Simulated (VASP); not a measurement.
## Al: electric field gradients with LDA

The system is Al.

```
CELL_PARAMETERS angstrom
0.02024 2.03410 2.03410
2.03410 0.02024 2.03410
2.03410 2.03410 0.02024
ATOMIC_POSITIONS crystal
Al 0.00000 0.00000 0.00000
```

This cell differs from its parent crystal: equal xy, yz and zx shear strains of +1 %.

```
Program                : VASP 6.6.1
Task                   : electric field gradients
Functional             : LDA
Potentials or basis    : VASP PAW LDA potentials, release 64 (Al)
Cutoff                 : 520 eV
k mesh                 : 17 × 17 × 17
Occupations            : fermi-dirac, width 0.03 eV
Spin                   : no spin polarisation
Dipole correction      : no
Further INCAR settings : ALGO = Normal; EDIFF = 1e-08; NBANDS = 8
```

```yaml
Pressure: -3.6 GPa
```

Stress tensor (GPa, compression positive):
```
-3.58 -0.20 -0.20
-0.20 -3.58 -0.20
-0.20 -0.20 -3.58
```

Levels at points of the mesh, in eV from the Fermi level:
```
           k point  band 1  band 2  band 3  band 4
(0.00, 0.00, 0.00)  -11.06   12.23   12.70   12.70
```

Electric field gradients, principal values (V/Å²):
```csv
atom,least,middle,greatest (by size)
1 Al,-0.810,-0.810,1.620
```

Wall time 29 s on 1 thread of Intel(R) Xeon(R) Platinum 8488C (Sapphire Rapids), on a shared host, peak memory 0.16 GiB.

Caveat: the cell differs from its parent crystal (equal xy, yz and zx shear strains of +1 %); without QUAD_EFG the Cq values of the log hold for a quadrupole moment of 1 mb, not for the nuclei.
